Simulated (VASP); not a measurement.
Input of a VASP 6.6.1 run:

INCAR

```
PREC = Accurate
ENCUT = 520
EDIFF = 1E-7
ISMEAR = -1
SIGMA = 0.0646
LREAL = Auto
LASPH = True
NELM = 100
ALGO = Normal
ISIF = 2
LWAVE = False
LCHARG = True
GGA = PE
LELF = True
LVHAR = True
ISYM = 0
NBANDS = 143
```

Contents of KPOINTS:

```
Automatic mesh
0
Gamma
  1 1 1
  0.25 0.25 0.25
```

The input POSCAR:

```
Sr13CaY6Cu4
1.0
   10.2123490000     -0.0232770000      0.1233860000
   -0.0232770000     10.2214940000      0.2108230000
    0.1233860000      0.2108230000     10.2198430000
Sr Y Cu Ca
13 6 4 1
Direct
    0.5689657216      0.6044942251      0.7896705761
    0.9071466454      0.2289729305      0.4145905220
    0.7268626022      0.7014128593      0.4593893828
    0.4218058550      0.7655797084      0.1812182684
    0.0653643960      0.8900781486      0.3589979810
    0.0144630819      0.0962277099      0.0472894196
    0.9547313012      0.5098509887      0.7077427910
    0.4545644511      0.0711222777      0.8494375010
    0.3372842634      0.8211048168      0.5626995506
    0.8428067368      0.5503841599      0.0906809242
    0.5048832160      0.3190067641      0.1512806524
    0.8139183260      0.9381394567      0.7258446630
    0.1660658718      0.5028689022      0.3303911289
    0.6993324000      0.9823803085      0.1682308435
    0.2997592062      0.4075237424      0.6564464378
    0.1547178819      0.0923782549      0.6691138522
    0.1876259276      0.7614459933      0.8925625627
    0.7426687753      0.2395364829      0.8072144817
    0.5616517950      0.1200336355      0.4845272262
    0.4311931209      0.4345285095      0.4143491443
    0.3044126151      0.1628758166      0.4340637891
    0.6348884227      0.3780783332      0.5330295239
    0.2853139949      0.1207920804      0.1235763112
    0.1444889568      0.3425259720      0.9926435986
```

Potentials or basis: VASP PAW PBE potentials, release 64 (Sr_sv, Y_sv, Cu, Ca_sv).

Command:

```sh
$ cat potpaw_PBE.64/Sr_sv/POTCAR potpaw_PBE.64/Y_sv/POTCAR potpaw_PBE.64/Cu/POTCAR potpaw_PBE.64/Ca_sv/POTCAR > POTCAR
$ mpirun -np 1 vasp_std > vasp.out
```

(1) Predict the pressure.

(2) Estimate the largest force.

## Answers

(1) -1.2 GPa.

(2) 2.007 eV/Å.

Caveat: the k points lie up to 0.62 Å⁻¹ apart; the atoms stand as in a frame of molecular dynamics.
